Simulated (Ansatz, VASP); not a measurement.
Two plane-wave programs on Ge

```
Ge
1.0
     1.89396    1.09348    1.54899
    -1.89396    1.09348    1.54899
     0.00000   -2.18696    1.54899
Ge
1
Direct
  0.50000 0.50000 0.50000
```

Alike in both runs: functional r2SCAN; k mesh 21 × 21 × 21; occupations gaussian, width 0.1 eV; no spin polarisation.

Ansatz relaxed the structure, and its values are those at the end. VASP's run is a single point on that final structure, the one shown.

|  | VASP | Ansatz |
| --- | --- | --- |
| version | VASP 6.6.1 | Ansatz 0.2.0 |
| potentials or method | VASP PAW PBE potentials, release 64 (Ge_d), cutoff 520 eV | scalar-relativistic, plane waves, PAW |
| valence electrons in the cell | 14 | 14 |

```tsv
	VASP	Ansatz	Ansatz less VASP
gap on the k mesh at the Fermi level (eV)	none	none	-
pressure (GPa)	0.0	0.0	+0.01
```

VASP's potentials were made for PBE, not for r2SCAN. A gap of «none» marks a metal or a gap that the smearing closes.
